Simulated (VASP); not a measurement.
Here is a VASP 6.6.1 calculation.

File INCAR:

```
SYSTEM = Si2C3
PREC = Accurate ; ENCUT = 520
EDIFF = 1E-7 ; ISMEAR = 0
SIGMA = 0.1 ; LREAL = .False.
LASPH = .True. ; NELM = 80
ALGO = Normal ; ISIF = 2
LWAVE = .False. ; LCHARG = .False.
GGA = PE ; NBANDS = 18
```

File KPOINTS:

```
regular mesh
0
Gamma
  6 6 4
  0 0 0
```

POSCAR

```
Si2C3
1.0
    2.7162798357      0.0000000020      0.0000000000
   -1.3581399196      2.3523673405      0.0000000000
    0.0000000000      0.0000000000      6.8698558310
Si C
2 3
Direct
    0.3333333333      0.6666666667      0.1730133023
    0.6666666667      0.3333333333      0.8269866977
    0.3333333333      0.6666666667      0.4681751643
    0.6666666667      0.3333333333      0.5318248357
    0.0000000000      0.0000000000      0.0000000000
```

Potentials or basis: VASP PAW PBE potentials, release 64 (Si, C).

Run with:

```console
$ cat potpaw_PBE.64/Si/POTCAR potpaw_PBE.64/C/POTCAR > POTCAR
$ mpirun -np 1 vasp_std > vasp.out
```

Question: What does it give for the band gap on the k mesh?

Answer: Zero (bands 10 and 11 overlap by 5.50 eV).

Question: Estimate the pressure.

Answer: 0.1 GPa.

Forces on the atoms (eV/Å):
```
Si   0.000  0.000 -0.009
Si   0.000  0.000  0.009
C    0.000  0.000  0.002
C    0.000  0.000 -0.002
C    0.000  0.000  0.000
```

Caveat: the k points lie up to 0.45 Å⁻¹ apart, too coarse for converged energies and pressures of a metal.
